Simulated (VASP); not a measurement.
A run of VASP 6.6.1:

POSCAR

```
Ru
1.0
    2.7023482492      0.0000000000      0.0000000000
   -1.3511741246      2.3403022337      0.0000000000
    0.0000000000      0.0000000000      4.3299550037
Ru
2
Direct
    0.3333333333      0.6666666667      0.2500000000
    0.6666666667      0.3333333333      0.7500000000
```

File INCAR.step1:

```
SYSTEM = Ru
ALGO = Normal ; EDIFF = 1E-4
ENCUT = 520 ; GGA = PE
ISMEAR = 0 ; LASPH = .TRUE.
LCHARG = .FALSE. ; LREAL = .FALSE.
LWAVE = .TRUE. ; NBANDS = 21
NELM = 80 ; PREC = Accurate
SIGMA = 0.15
```

The input INCAR.step2:

```
SYSTEM = Ru
ALGO = Normal ; EDIFF = 1E-6
ENCUT = 520 ; ISIF = 2
ISMEAR = 0 ; ISTART = 1
LASPH = .TRUE. ; LCHARG = .FALSE.
LMIXTAU = .TRUE. ; LREAL = .FALSE.
LWAVE = .FALSE. ; METAGGA = R2SCAN
NBANDS = 21 ; NELM = 80
PREC = Accurate ; SIGMA = 0.15
```

KPOINTS

```
k-points
0
G
  24 24 14
  0 0 0
```

Potentials or basis: VASP PAW PBE potentials, release 64 (Ru_pv).

The run is started by

```console
$ cat potpaw_PBE.64/Ru_pv/POTCAR > POTCAR
$ cp INCAR.step1 INCAR
$ mpirun -np 1 vasp_std > vasp.out
$ cp INCAR.step2 INCAR
$ mpirun -np 1 vasp_std > vasp.out
```

Hardware: 1 thread of Intel(R) Xeon(R) Platinum 8259CL CPU @ 2.50GHz (Skylake/Cascade Lake), on a shared host.

Q: How long does it take, and how much memory?

A: It took 11 min on 1 thread of Intel(R) Xeon(R) Platinum 8259CL CPU @ 2.50GHz (Skylake/Cascade Lake), on a shared host, peak memory 0.32 GiB. Counts: k points 488.
